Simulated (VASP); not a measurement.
Runs of VASP 6.6.1 on HfMg3. The structure is that of space group Pm-3m (No. 221), or close to it. The cells are those of the table. 

```csv
task,cell,cutoff (eV),gap on the mesh (eV),pressure (GPa)
relaxation of cell and atoms,"relaxed to 10 GPa from a = 4.433 Å, 4 atoms",600,none,10.0
single point,"a = 4.109 Å, 4 atoms",520,none,20.1
relaxation of cell and atoms,"relaxed to 5 GPa from a = 4.433 Å, 4 atoms",600,none,5.0
single point,"a = 4.439 Å, 4 atoms",520,none,(a)
single point,"a = 4.326 Å, 4 atoms",520,none,4.9
single point,"a = 4.239 Å, 4 atoms",520,none,10.0
relaxation of cell and atoms,"relaxed from a = 4.433 Å, 4 atoms",600,none,0.1
relaxation of cell and atoms,"relaxed to 20 GPa from a = 4.433 Å, 4 atoms",600,none,19.9
```

Alike in all rows: level PBE; potentials or basis VASP PAW PBE potentials, release 64 (Mg, Hf_pv); no spin polarisation; k mesh 5 × 5 × 5; smearing fermi-dirac 0.15 eV.

Question: Estimate the missing entries.

Answer: (a) -0.1.

Caveats: spin-orbit coupling is left out, which moves the levels of the heavy elements; the cell is relaxed towards a set pressure, so the enthalpy falls and the energy may rise (some runs); the relaxation stopped at its first step, so nothing moved (some runs).

A k mesh can miss the band edges, and the runs leave out spin-orbit coupling on Hf.

A gap of «none» marks levels without a gap at the run's occupations.
